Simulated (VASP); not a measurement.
Set up this calculation in VASP 6.6.1, as the native input.

| Item | Value |
| --- | --- |
| Task | single point |
| Functional | LDA |
| Potentials or basis | VASP PAW LDA potentials, release 64 (B, N) |
| Cutoff | 600 eV |
| k mesh | 4 × 4 × 7 |
| Occupations | gaussian, width 0.01 eV |
| Spin | no spin polarisation |
| Dipole correction | no |
| Further INCAR settings | ALGO = Normal; EDIFF = 1e-06; NBANDS = 26 |

The structure of BN lies in POSCAR:

```
BN
1.0
    4.4242230000      0.0000000000      0.0000000000
    0.0000000000      4.4242230000      0.0000000000
    0.0000000000      0.0000000000      2.5503560000
B N
4 4
Direct
    0.1742830007      0.8257169993      0.5000000000
    0.3257169993      0.3257169993      0.0000000000
    0.6765432845      0.6742830007      0.0000000000
    0.8257169993      0.1742830007      0.5000000000
    0.8126009991      0.8126009991      0.5000000000
    0.3126009991      0.6873990009      0.0000000000
    0.6873990009      0.3126009991      0.0000000000
    0.1873990009      0.1873990009      0.5000000000
```

One way to write it, as run:

INCAR

```
SYSTEM = BN
PREC = Accurate
ENCUT = 600
EDIFF = 1E-6
ISMEAR = 0
SIGMA = 0.01
LREAL = .False.
LASPH = .True.
NELM = 120
ALGO = Normal
ISIF = 2
LWAVE = .False.
LCHARG = .False.
GGA = CA
NBANDS = 26
GGA_COMPAT = .False.
```

KPOINTS

```
regular mesh
0
Gamma
  4 4 7
  0 0 0
```

Potentials or basis: VASP PAW LDA potentials, release 64 (B, N).

The run is started by

```console
$ cat potpaw_LDA.64/B/POTCAR potpaw_LDA.64/N/POTCAR > POTCAR
$ mpirun -np 1 vasp_std > vasp.out
```

It gave:

The pressure is -12.5 GPa. The largest force is 0.289 eV/Å and the band gap on the k mesh is 4.60 eV, indirect (least direct gap 5.97 eV).

It took 38 s on 1 thread of Intel Xeon 6975P-C (shared host), peak memory 0.17 GiB.
